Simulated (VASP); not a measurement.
Set up this calculation in VASP 6.6.1, as the native input.

```yaml
Task: single point
Functional: r2SCAN
Potentials_or_basis: VASP PAW PBE potentials, release 64 (Al, Ni)
Cutoff: 520 eV
k_mesh: 8 × 8 × 4, shifted
Occupations: gaussian, width 0.15 eV
Spin: collinear spin, ferromagnetic start
Starting_moments: "[0.0, 0.0, 1.2, 1.2] μB"
Dipole_correction: no
Further_INCAR_settings: ALGO = Normal; EDIFF = 1e-06; NBANDS = 25
```

The system is AlNi.

```xyz
4
Lattice="1.9387 -1.9532 0.0000 1.9387 1.9532 0.0000 0.0000 0.0000 6.1989" Properties=species:S:1:pos:R:3 pbc="T T T"
Al    0.0000    0.0000    0.0000
Al    0.0000    0.0000    3.0994
Ni    1.9387    0.0000    1.5497
Ni    1.9387    0.0000    4.6491
```

One way to write it, as run:

POSCAR

```
AlNi
1.0
    1.9386940000     -1.9531900000      0.0000000000
    1.9386940000      1.9531900000      0.0000000000
    0.0000000000      0.0000000000      6.1988600000
Al Ni
2 2
Direct
    0.0000000000      0.0000000000      0.0000000000
    0.0000000000      0.0000000000      0.5000000000
    0.5000000000      0.5000000000      0.2500000000
    0.5000000000      0.5000000000      0.7500000000
```

INCAR.step1

```
SYSTEM = AlNi
PREC = Accurate
ENCUT = 520
ISMEAR = 0
SIGMA = 0.15
LREAL = .FALSE.
LASPH = .TRUE.
NELM = 150
ISPIN = 2
MAGMOM = 0 0 1.2 1.2
LMAXMIX = 4
NBANDS = 25
GGA = PE
ALGO = Normal
EDIFF = 1E-4
LWAVE = .TRUE.
LCHARG = .FALSE.
```

INCAR.step2

```
SYSTEM = AlNi
PREC = Accurate
ENCUT = 520
EDIFF = 1E-6
ISMEAR = 0
SIGMA = 0.15
LREAL = .FALSE.
LASPH = .TRUE.
NELM = 150
ALGO = Normal
ISIF = 2
LWAVE = .FALSE.
LCHARG = .FALSE.
ISPIN = 2
MAGMOM = 0 0 1.2 1.2
LORBIT = 11
LMAXMIX = 4
METAGGA = R2SCAN
LMIXTAU = .TRUE.
NBANDS = 25
ISTART = 1
```

KPOINTS

```
Automatic mesh
0
Gamma
  8 8 4
  0.5 0.5 0.5
```

Potentials or basis: VASP PAW PBE potentials, release 64 (Al, Ni).

Launch:

```sh
$ cat potpaw_PBE.64/Al/POTCAR potpaw_PBE.64/Ni/POTCAR > POTCAR
$ cp INCAR.step1 INCAR
$ mpirun -np 1 vasp_std > vasp.out
$ cp INCAR.step2 INCAR
$ mpirun -np 1 vasp_std > vasp.out
```

Results of the run:

The pressure is 0.4 GPa. The band gap on the k mesh is zero (filled and empty bands overlap) and the net moment is 0.00 μB per cell. The valence electrons inside the program's atomic spheres are Al 0.82; Ni 9.54.

Caveat: the PAW data sets were made with another functional, which shifts forces and pressure a little.

It took 2.4 min on 1 thread of Intel(R) Xeon(R) 6975P-C (Granite Rapids), with other jobs on the host, peak memory 0.21 GiB.
